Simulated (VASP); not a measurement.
# Cd: single point with PBEsol

Crystal: Cd.

```
CELL_PARAMETERS angstrom
-1.67470 1.67470 1.67470
1.67470 -1.67470 1.67470
1.67470 1.67470 -1.67470
ATOMIC_POSITIONS crystal
Cd 0.00000 0.00000 0.00000
```

This isn't the form of Cd at room conditions, which is hcp.

| Quantity | Value |
| --- | --- |
| Program | VASP 6.6.1 |
| Task | single point |
| Functional | PBEsol |
| Potentials or basis | VASP PAW PBE potentials, release 64 (Cd) |
| Cutoff | 520 eV |
| k mesh | 14 × 14 × 14 |
| Occupations | fermi-dirac, width 0.1 eV |
| Spin | no spin polarisation |
| Dipole correction | no |
| Further INCAR settings | ALGO = Normal; EDIFF = 1e-06; NBANDS = 12 |

```
Pressure               : 10.3 GPa
Band gap on the k mesh : zero (bands 6 and 7 overlap by 4.14 eV)
```

Levels at points of the mesh, in eV from the Fermi level:
| k point | band 4 | band 5 | band 6 | band 7 | band 8 | band 9 |
| --- | --- | --- | --- | --- | --- | --- |
| (0.00, 0.00, 0.00) | -9.87 | -8.99 | -8.99 | 16.06 | 16.06 | 16.06 |
| (0.50, 0.00, 0.00) | -8.94 | -8.38 | -2.94 | -0.73 | 10.28 | 10.49 |
| (0.50, 0.50, 0.50) | -8.53 | -8.53 | 3.41 | 3.41 | 3.41 | 7.25 |

Wall time 16 s on 1 thread of Intel Xeon 8259CL (shared host), peak memory 0.15 GiB.

Caveat: the cell stands under pressure; the PAW data sets were made with another functional, which shifts forces and pressure a little.
